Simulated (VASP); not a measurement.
# Pb (Fm-3m) in VASP: settings compared, part 2 of 2

VASP 6.6.1.

## (3) Single point, SVWN5

INCAR

```
ALGO = Fast
EDIFF = 1E-6
ENCUT = 520
GGA = VW
ISIF = 2
ISMEAR = -1
LASPH = T
LCHARG = F
LREAL = F
LWAVE = F
NBANDS = 13
NELM = 60
PREC = Accurate
SIGMA = 0.05
```

KPOINTS

```
k-points
0
Gamma
  9 9 9
```

POSCAR

```
Pb
1.0
    0.0000000000      2.4244952108      2.4244952108
    2.4244952108      0.0000000000      2.4244952108
    2.4244952108      2.4244952108      0.0000000000
Pb
1
Direct
    0.0000000000      0.0000000000      0.0000000000
```

Potentials or basis: VASP PAW PBE potentials, release 64 (Pb_d).

Run with:

```bash
cat potpaw_PBE.64/Pb_d/POTCAR > POTCAR
mpirun -np 1 vasp_std > vasp.out
```

OUTCAR:

```text
EDIFF = 1E-6
   ENCUT = 520
   GGA = VW
   ISIF = 2
   ISMEAR = -1
   LASPH = T
   LREAL = F
   NELM = 60
   PREC = Accurate

 ion  position               nearest neighbor table
   1  0.000  0.000  0.000-

  LATTYP: Found a face centered cubic cell.
 ALAT       =     4.8489904216

  Lattice vectors:

 A1 = (   0.0000000000,   2.4244952108,   2.4244952108)
 A2 = (   2.4244952108,   0.0000000000,   2.4244952108)
 A3 = (   2.4244952108,   2.4244952108,   0.0000000000)

Analysis of symmetry for initial positions (statically):
=====================================================================
 Subroutine PRICEL returns:
 Original cell was already a primitive cell.

 Routine SETGRP: Setting up the symmetry group for a
 face centered cubic supercell.

 Subroutine GETGRP returns: Found 48 space group operations
 (whereof 48 operations were pure point group operations)
 out of a pool of 48 trial point group operations.

The static configuration has the point symmetry O_h .

Analysis of symmetry for dynamics (positions and initial velocities):
=====================================================================
 Subroutine PRICEL returns:
 Original cell was already a primitive cell.

 Routine SETGRP: Setting up the symmetry group for a
 face centered cubic supercell.

 Subroutine GETGRP returns: Found 48 space group operations
 (whereof 48 operations were pure point group operations)
 out of a pool of 48 trial point group operations.

The dynamic configuration has the point symmetry O_h .

 Subroutine INISYM returns: Found 48 space group operations
 (whereof 48 operations are pure point group operations),
 and found     1 'primitive' translations

----------------------------------------------------------------------------------------

                                     Primitive cell

  volume of cell :      28.5032

  direct lattice vectors                    reciprocal lattice vectors
[... 113 lines left out ...]
   IVDW    =     0    specifies the selected vdW correction
   LEPSILON=     F    determine dielectric tensor
   LRPA    =     F    only Hartree local field effects (RPA)
 non-spin polarized calculation
 RMM-DIIS sequential band-by-band and
  energy-cutoff  :      520.00
  volume of cell :       28.50
 maximum number of plane-waves:       779
 NGX is ok and might be reduce to    28
   NGX = 13   NGY = 13   NGZ = 13

 number of electron      14.0000001 magnetization

 Free energy of the ion-electron system (eV)
  ---------------------------------------------------
  ext. energy  EPLUGINS =         0.00000000
  ---------------------------------------------------
  free energy    TOTEN  =        -4.25822537 eV

  energy without entropy =       -4.25508448  energy(sigma->0) =       -4.25665492

 E-fermi :   7.4384     XC(G=0): -10.7456

 val. band max:        7.4379216985   @ k =  -0.2222   0.3333   0.1111
 cond. band min:       7.6901117520   @ k =   0.3333   0.3333   0.0000
 fundamental gap:      0.2521900534
 Fermi energy:         7.4384235768

 k-point     1 :       0.0000    0.0000    0.0000
  band No.  band energies     occupation
      1      -9.3820      2.00000
      2      -9.3820      2.00000
      3      -9.3820      2.00000
      4      -9.2088      2.00000
      5      -9.2088      2.00000
      6      -4.6223      2.00000
      7      15.4427      0.00000
      8      15.4427      0.00000
      9      15.4427      0.00000
     10      17.5323      0.00000
     11      19.8206      0.00000
     12      20.6337      0.00000
     13      20.6337      0.00000
[... 354 lines left out ...]
  band No.  band energies     occupation
      1      -9.5789      2.00000
      2      -9.4716      2.00000
      3      -9.0635      2.00000
      4      -9.0181      2.00000
      5      -9.0181      2.00000
      6       0.3675      2.00000
      7       4.7424      2.00000
      8       9.8030      0.00000
      9       9.8030      0.00000
     10      13.3816      0.00000
     11      14.6221      0.00000
     12      26.2984      0.00000
     13      28.3348      0.00000

 [... further k-points ...]

------------------------ aborting loop because EDIFF is reached ----------------------------------------

  FORCE on cell =-STRESS in cart. coord.  units (eV):
  Direction    XX          YY          ZZ          XY          YZ          ZX
  --------------------------------------------------------------------------------------
  -------------------------------------------------------------------------------------
  Total        0.1503157      0.1503157      0.1503157     -0.0000000     -0.0000000      0.0000000
  in kB        8.4493027      8.4493027      8.4493027     -0.0000000     -0.0000000      0.0000000
  external PRESSURE =       8.4493027 kB  Pullay stress =       0.0000000 kB

 VOLUME and BASIS-vectors are now :
 -----------------------------------------------------------------------------
  energy-cutoff  :      520.00
  volume of cell :       28.50
      direct lattice vectors                 reciprocal lattice vectors
     0.000000000  2.424495211  2.424495211    -0.206228496  0.206228496  0.206228496
     2.424495211  0.000000000  2.424495211     0.206228496 -0.206228496  0.206228496
     2.424495211  2.424495211  0.000000000     0.206228496  0.206228496 -0.206228496

 POSITION                                       TOTAL-FORCE (eV/Angst)
 -----------------------------------------------------------------------------------
      0.00000      0.00000      0.00000         0.000000     -0.000000      0.000000
 -----------------------------------------------------------------------------------
    total drift:                               -0.000000     -0.000000     -0.000000

  FREE ENERGIE OF THE ION-ELECTRON SYSTEM (eV)
  ---------------------------------------------------
  free  energy   TOTEN  =        -4.2582253708 eV

  energy  without entropy=       -4.2550844752  energy(sigma->0) =       -4.25665492
```

OSZICAR:

```text
N       E                     dE             d eps       ncg     rms          rms(c)
DAV:   1     0.107779399995E+03    0.10778E+03   -0.71203E+03   923   0.129E+03
DAV:   2     0.725885360891E+00   -0.10705E+03   -0.10369E+03   955   0.320E+02
DAV:   3    -0.416254783739E+01   -0.48884E+01   -0.48717E+01  1133   0.733E+01
DAV:   4    -0.427311493314E+01   -0.11057E+00   -0.11054E+00  1108   0.116E+01
DAV:   5    -0.427802894988E+01   -0.49140E-02   -0.49139E-02  1248   0.232E+00    0.652E-01
RMM:   6    -0.426234738926E+01    0.15682E-01   -0.16001E-02  1095   0.184E+00    0.294E-01
RMM:   7    -0.425834061915E+01    0.40068E-02   -0.96907E-03  1106   0.110E+00    0.726E-02
RMM:   8    -0.425817023094E+01    0.17039E-03   -0.19530E-03  1373   0.618E-01    0.136E-02
RMM:   9    -0.425821686899E+01   -0.46638E-04   -0.49657E-04  1347   0.208E-01    0.120E-02
RMM:  10    -0.425822406313E+01   -0.71941E-05   -0.97384E-05  1202   0.166E-01    0.112E-02
RMM:  11    -0.425822295577E+01    0.11074E-05   -0.53046E-05  1319   0.945E-02    0.219E-03
RMM:  12    -0.425822499693E+01   -0.20412E-05   -0.21414E-05  1210   0.454E-02    0.191E-03
RMM:  13    -0.425822537084E+01   -0.37390E-06   -0.40888E-06   758   0.254E-02
   1 F= -.42582254E+01 E0= -.42566549E+01  d E =-.314090E-02
```

Wall time 14 s (1 thread of AMD EPYC 7R13 (Zen 3), shared host); peak memory 0.11 GiB.

What came out:

| Property | Result |
| --- | --- |
| Free energy | -4.2582 eV |
| Pressure | 0.8 GPa |
| Band gap on the k mesh | zero (band 7 reaches 15.44 eV, above the bottom of band 8 at 5.94 eV) |

Caveat: the PAW data sets were made with another functional, which shifts forces and pressure a little; spin-orbit coupling is left out, which moves the levels of the heavy elements.
